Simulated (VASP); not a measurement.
# BaO (Fm-3m) in VASP: single point with HSE06

Aim: the single point of BaO with HSE06.

All numbers are computed with VASP 6.6.1; they aren't measurements. Logs are shortened: lines on timing, memory, paths and dates and some standing lists are left out, and cuts for length are marked.

## Step 1: The cell of the first run

The structure is cubic, space group Fm-3m (No. 225). Conventional cell: a = 5.490 Å, b = 5.490 Å, c = 5.490 Å, α = 90.00°, β = 90.00°, γ = 90.00°. Within 3.6 Å of Ba (site symmetry m-3m) lie 6 O at 2.75 Å. Within 3.6 Å of O (site symmetry m-3m) lie 6 Ba at 2.75 Å.

## Step 2: Single point, HSE06

Contents of POSCAR:

```
BaO
1.0
    0.0000000000      2.7451890000      2.7451890000
    2.7451890000      0.0000000000      2.7451890000
    2.7451890000      2.7451890000      0.0000000000
Ba O
1 1
Direct
    0.0000000000      0.0000000000      0.0000000000
    0.5000000000      0.5000000000      0.5000000000
```

Contents of INCAR.step1:

```
SYSTEM = BaO
ALGO = Normal ; EDIFF = 1E-5
ENCUT = 520 ; GGA = PE
GGA_COMPAT = .False. ; ISIF = 2
ISMEAR = -1 ; KPAR = 4
LASPH = .True. ; LCHARG = .False.
LREAL = .False. ; LWAVE = .True.
NBANDS = 15 ; NELM = 120
PREC = Accurate ; SIGMA = 0.05
```

Contents of INCAR.step2:

```
SYSTEM = BaO
ALGO = Normal ; EDIFF = 1E-6
ENCUT = 520 ; GGA = PE
GGA_COMPAT = .False. ; HFSCREEN = 0.2079
ISIF = 2 ; ISMEAR = -1
ISTART = 1 ; KPAR = 4
LASPH = .True. ; LCHARG = .False.
LHFCALC = .True. ; LREAL = .False.
LWAVE = .False. ; NBANDS = 15
NELM = 120 ; PREC = Accurate
PRECFOCK = Normal ; SIGMA = 0.05
```

Contents of KPOINTS:

```
k-points
0
Gamma
  8 8 8
  0 0 0
```

Potentials or basis: VASP PAW PBE potentials, release 64 (Ba_sv, O).

Launch:

```bash
$ cat potpaw_PBE.64/Ba_sv/POTCAR potpaw_PBE.64/O/POTCAR > POTCAR
$ cp INCAR.step1 INCAR
$ mpirun -np 4 vasp_std > vasp.out
$ cp INCAR.step2 INCAR
$ mpirun -np 4 vasp_std > vasp.out
```

OUTCAR:

```text
SYSTEM = BaO
   EDIFF = 1E-6
   ENCUT = 520
   GGA = PE
   HFSCREEN = 0.2079
   ISIF = 2
   ISMEAR = -1
   ISTART = 1
   LASPH = .True.
   LHFCALC = .True.
   LREAL = .False.
   NELM = 120
   PREC = Accurate
   PRECFOCK = Normal

 ion  position               nearest neighbor table
   1  0.000  0.000  0.000-   2 2.75   2 2.75   2 2.75   2 2.75   2 2.75   2 2.75
   2  0.500  0.500  0.500-   1 2.75   1 2.75   1 2.75   1 2.75   1 2.75   1 2.75

  LATTYP: Found a face centered cubic cell.
 ALAT       =     5.4903780000

  Lattice vectors:

 A1 = (   0.0000000000,   2.7451890000,   2.7451890000)
 A2 = (   2.7451890000,   0.0000000000,   2.7451890000)
 A3 = (   2.7451890000,   2.7451890000,   0.0000000000)

Analysis of symmetry for initial positions (statically):
=====================================================================
 Subroutine PRICEL returns:
 Original cell was already a primitive cell.

 Routine SETGRP: Setting up the symmetry group for a
 face centered cubic supercell.

 Subroutine GETGRP returns: Found 48 space group operations
 (whereof 48 operations were pure point group operations)
 out of a pool of 48 trial point group operations.

The static configuration has the point symmetry O_h .

Analysis of symmetry for dynamics (positions and initial velocities):
=====================================================================
 Subroutine PRICEL returns:
 Original cell was already a primitive cell.

 Routine SETGRP: Setting up the symmetry group for a
 face centered cubic supercell.

 Subroutine GETGRP returns: Found 48 space group operations
 (whereof 48 operations were pure point group operations)
 out of a pool of 48 trial point group operations.

The dynamic configuration has the point symmetry O_h .

 Subroutine INISYM returns: Found 48 space group operations
 (whereof 48 operations are pure point group operations),
 and found     1 'primitive' translations

----------------------------------------------------------------------------------------

                                     Primitive cell

  volume of cell :      41.3758

  direct lattice vectors                    reciprocal lattice vectors
     0.000000000  2.745189000  2.745189000    -0.182136822  0.182136822  0.182136822
     2.745189000  0.000000000  2.745189000     0.182136822 -0.182136822  0.182136822
     2.745189000  2.745189000  0.000000000     0.182136822  0.182136822 -0.182136822

  length of vectors
     3.882283515  3.882283515  3.882283515     0.315470229  0.315470229  0.315470229

  position of ions in fractional coordinates (direct lattice)
     0.000000000  0.000000000  0.000000000
     0.500000000  0.500000000  0.500000000

  ion indices of the primitive-cell ions
   primitive index   ion index
                 1           1
                 2           2

----------------------------------------------------------------------------------------

 KPOINTS: k-points

Automatic generation of k-mesh.
 Grid dimensions read from file:
 generate k-points for:    8    8    8

 Generating k-lattice:

  Cartesian coordinates                     Fractional coordinates (reciprocal lattice)
    -0.022767103  0.022767103  0.022767103     0.125000000  0.000000000  0.000000000
     0.022767103 -0.022767103  0.022767103     0.000000000  0.125000000  0.000000000
     0.022767103  0.022767103 -0.022767103     0.000000000  0.000000000  0.125000000

  Length of vectors
     0.039433779  0.039433779  0.039433779

  Shift w.r.t. Gamma in fractional coordinates (k-lattice)
     0.000000000  0.000000000  0.000000000

 Subroutine IBZKPT returns following result:
 ===========================================

 Found     29 irreducible k-points:

 Following reciprocal coordinates:
            Coordinates               Weight
  0.000000  0.000000  0.000000      1.000000
  0.125000  0.000000  0.000000      8.000000
  0.250000  0.000000  0.000000      8.000000
  0.375000  0.000000  0.000000      8.000000
  0.500000  0.000000  0.000000      4.000000
  0.125000  0.125000  0.000000      6.000000
[... 16 lines left out ...]
  0.500000  0.250000  0.125000     48.000000
 -0.375000  0.250000  0.125000     24.000000
 [... further k-points ...]
   k-points           NKPTS =     29   k-points in BZ     NKDIM =    512   number of bands    NBANDS=     15
   number of dos      NEDOS =    301   number of ions     NIONS =      2
   total plane-waves  NPLWV =  27000
   dimension x,y,z NGX =    30 NGY =   30 NGZ =   30
   dimension x,y,z NGXF=    60 NGYF=   60 NGZF=   60
   ions per type =               1   1
   NGX,Y,Z   is equivalent  to a cutoff of  12.85, 12.85, 12.85 a.u.
   NGXF,Y,Z  is equivalent  to a cutoff of  25.69, 25.69, 25.69 a.u.
 SYSTEM =  BaO
   PREC   = accura    normal or accurate (medium, high low for compatibility)
   ISTART =      1    job   : 0-new  1-cont  2-samecut
   ICHARG =      0    charge: 1-file 2-atom 10-const
   ISPIN  =      1    spin polarized calculation?
   LNONCOLLINEAR =      F non collinear calculations
   LSORBIT =      F    spin-orbit coupling
   LASPH  =      T    aspherical Exc in radial PAW
   ENCUT  =  520.0 eV  38.22 Ry    6.18 a.u.   7.22  7.22  7.22*2*pi/ulx,y,z
   NELM   =    120;   NELMIN=  2; NELMDL=  0     # of ELM steps
   EDIFF  = 0.1E-05   stopping-criterion for ELM
   LREAL  =      F    real-space projection
   EDIFFG = 0.1E-04   stopping-criterion for IOM
   NSW    =      0    number of steps for IOM
   IBRION =     -1    ionic relax: 0-MD 1-quasi-New 2-CG
   NFREE  =      0    steps in history (QN), initial steepest desc. (CG)
   ISIF   =      2    stress and relaxation
   ISYM   =      3    0-nonsym 1-usesym 2-fastsym
   POTIM  = 0.5000    time-step for ionic-motion
   TEBEG  =    0.0;   TEEND  =   0.0 temperature during run
   PSTRESS=    0.0 pullay stress
   NELECT =      16.0000    total number of electrons
   NUPDOWN=      -1.0000    fix difference up-down
   EMIN   =  10.00;   EMAX   =-10.00  energy-range for DOS
   EFERMI =   0.00;   METHOD = LEGACY
   ISMEAR =    -1;   SIGMA  =   0.05  broadening in eV -4-tet -1-fermi 0-gaus
   EFERMI_NEDOS =   21; number of points for ismear=-14 and -15
   IALGO  =     38    algorithm
   IMIX   =      1    mixing-type and parameters
     AMIX     =   0.40;   BMIX     =  1.00
     AMIX_MAG =   1.60;   BMIX_MAG =  1.00
  volume/ion in A,a.u.               =      20.69       139.61
  Fermi-wavevector in a.u.,A,eV,Ry     =   1.192704  2.253883 19.354861  1.422542
  Thomas-Fermi vector in A             =   2.328736
   LORBIT       =      0    0 simple, 1 ext, 2 COOP (PROOUT), +10 PAW based schemes
   GGA     = PE    functional components
   LHFCALC =     T    Hartree Fock is set to
   PRECFOCK=normal    Normal, Fast or Accurate (Low or Medium for compatibility)
   ENCUT4O =  -1.0   cutoff for four orbital integrals eV
   NKREDX  =     1    reduce k-point grid by
   NKREDY  =     1    reduce k-point grid by
   NKREDZ  =     1    reduce k-point grid by
   AEXX    =    0.2500 exact exchange contribution
   HFSCREEN=    0.2079 screening length (either q_TF or 0.3 A-1)
   HFSCREENC=   0.2079 screening length for correlation (either q_TF or 0.3 A-1)
   ENCUTFOCK=  -1.0 apply spherical cutoff to Coloumb kernel
   IVDW    =     0    specifies the selected vdW correction
   LEPSILON=     F    determine dielectric tensor
   LRPA    =     F    only Hartree local field effects (RPA)
 non-spin polarized calculation
  energy-cutoff  :      520.00
  volume of cell :       41.38
 maximum number of plane-waves:      1139
 NGX is ok and might be reduce to    30
  NGX = 24; NGY = 24; NGZ = 24

 number of electron      15.9999996 magnetization

 Free energy of the ion-electron system (eV)
  ---------------------------------------------------
  ext. energy  EPLUGINS =         0.00000000
  ---------------------------------------------------
  free energy    TOTEN  =       -13.84226091 eV

  energy without entropy =      -13.84226091  energy(sigma->0) =      -13.84226091

 E-fermi :   2.1647     XC(G=0):  -8.0516

 val. band max:        1.1193703650   @ k =   0.5000   0.5000   0.0000
 cond. band min:       4.2692655286   @ k =   0.5000   0.5000   0.0000
 fundamental gap:      3.1498951636
 Fermi energy:         2.1647414689

 k-point     1 :       0.0000    0.0000    0.0000
  band No.  band energies     occupation
      1     -26.3056      2.00000
      2     -15.4881      2.00000
      3      -9.6589      2.00000
      4      -9.6589      2.00000
      5      -9.6589      2.00000
      6       0.6417      2.00000
      7       0.6417      2.00000
      8       0.6417      2.00000
      9       6.1103      0.00000
     10       7.2045      0.00000
     11       7.2045      0.00000
     12       7.2045      0.00000
     13       9.6133      0.00000
     14       9.6133      0.00000
     15      12.5268      0.00000

 k-point     2 :       0.1250    0.0000    0.0000
  band No.  band energies     occupation
      1     -26.2604      2.00000
      2     -15.6006      2.00000
      3      -9.7048      2.00000
      4      -9.6768      2.00000
      5      -9.6768      2.00000
      6       0.3082      2.00000
      7       0.4245      2.00000
      8       0.4245      2.00000
      9       6.7527      0.00000
     10       7.0841      0.00000
     11       7.5185      0.00000
     12       7.5185      0.00000
     13      10.0588      0.00000
     14      10.0588      0.00000
     15      13.5543      0.00000

 k-point     3 :       0.2500    0.0000    0.0000
  band No.  band energies     occupation
      1     -26.1480      2.00000
      2     -15.8749      2.00000
      3      -9.8091      2.00000
      4      -9.7188      2.00000
      5      -9.7188      2.00000
      6      -0.3476      2.00000
      7      -0.0448      2.00000
      8      -0.0448      2.00000
      9       6.9582      0.00000
     10       8.3733      0.00000
     11       8.3733      0.00000
     12       8.4532      0.00000
     13      11.1706      0.00000
     14      11.1706      0.00000
     15      15.7885      0.00000

 k-point     4 :       0.3750    0.0000    0.0000
  band No.  band energies     occupation
      1     -26.0307      2.00000
      2     -16.1529      2.00000
      3      -9.9048      2.00000
      4      -9.7594      2.00000
      5      -9.7594      2.00000
      6      -0.8881      2.00000
      7      -0.4562      2.00000
      8      -0.4562      2.00000
      9       7.2726      0.00000
     10       9.4262      0.00000
     11       9.4262      0.00000
     12      10.1372      0.00000
     13      12.5678      0.00000
     14      12.5678      0.00000
     15      16.8966      0.00000
[... 307 lines left out ...]
 k-point    22 :       0.3750    0.2500    0.1250
  band No.  band energies     occupation
      1     -26.0675      2.00000
      2     -15.9230      2.00000
      3     -10.1513      2.00000
      4      -9.9492      2.00000
      5      -9.8167      2.00000
      6      -0.5423      2.00000
      7      -0.0561      2.00000
      8       0.6314      2.00000
      9       6.0448      0.00000
     10       8.3691      0.00000
     11       9.3278      0.00000
     12       9.7307      0.00000
     13      11.4515      0.00000
     14      12.2854      0.00000
     15      17.3187      0.00000

 k-point    23 :       0.5000    0.2500    0.1250
  band No.  band energies     occupation
      1     -25.9753      2.00000
      2     -16.0507      2.00000
      3     -10.3667      2.00000
      4     -10.2192      2.00000
      5      -9.7928      2.00000
      6      -0.5173      2.00000
      7      -0.2600      2.00000
      8       0.4703      2.00000
      9       6.5958      0.00000
     10       8.6630      0.00000
     11      10.1551      0.00000
     12      10.2869      0.00000
     13      12.5123      0.00000
     14      13.9797      0.00000
     15      15.7805      0.00000

 k-point    24 :      -0.3750    0.2500    0.1250
  band No.  band energies     occupation
      1     -25.9363      2.00000
      2     -16.1049      2.00000
      3     -10.4033      2.00000
      4     -10.3789      2.00000
      5      -9.7826      2.00000
      6      -0.6432      2.00000
      7       0.0570      2.00000
      8       0.1192      2.00000
      9       7.3996      0.00000
     10       8.0390      0.00000
     11      10.6887      0.00000
     12      10.6961      0.00000
     13      13.1402      0.00000
     14      14.7387      0.00000
     15      15.1665      0.00000

 [... further k-points ...]

------------------------ aborting loop because EDIFF is reached ----------------------------------------

  FORCE on cell =-STRESS in cart. coord.  units (eV):
  Direction    XX          YY          ZZ          XY          YZ          ZX
  --------------------------------------------------------------------------------------
  -------------------------------------------------------------------------------------
  Total        0.9203878      0.9203878      0.9203878      0.0000000     -0.0000000      0.0000000
  in kB       35.6397525     35.6397525     35.6397525      0.0000000     -0.0000000      0.0000000
  external PRESSURE =      35.6397525 kB  Pullay stress =       0.0000000 kB

 VOLUME and BASIS-vectors are now :
 -----------------------------------------------------------------------------
  energy-cutoff  :      520.00
  volume of cell :       41.38
      direct lattice vectors                 reciprocal lattice vectors
     0.000000000  2.745189000  2.745189000    -0.182136822  0.182136822  0.182136822
     2.745189000  0.000000000  2.745189000     0.182136822 -0.182136822  0.182136822
     2.745189000  2.745189000  0.000000000     0.182136822  0.182136822 -0.182136822

 POSITION                                       TOTAL-FORCE (eV/Angst)
 -----------------------------------------------------------------------------------
      0.00000      0.00000      0.00000        -0.000000     -0.000000      0.000000
      2.74519      2.74519      2.74519         0.000000      0.000000     -0.000000
 -----------------------------------------------------------------------------------
    total drift:                               -0.000004     -0.000004     -0.000004

  FREE ENERGIE OF THE ION-ELECTRON SYSTEM (eV)
  ---------------------------------------------------
  free  energy   TOTEN  =       -13.8422609093 eV

  energy  without entropy=      -13.8422609092  energy(sigma->0) =      -13.84226091
```

Wall time 25 min (4 MPI ranks of Intel Xeon 6975P-C (Granite Rapids), shared host); peak memory 0.3 GiB.

What came out:

```
Free energy            : -13.8423 eV
Pressure               : 3.6 GPa
Band gap on the k mesh : 3.15 eV
```

Caveat: the cell stands under pressure; the PAW data sets were made with another functional, which shifts forces and pressure a little; spin-orbit coupling is left out, which moves the levels of the heavy elements.
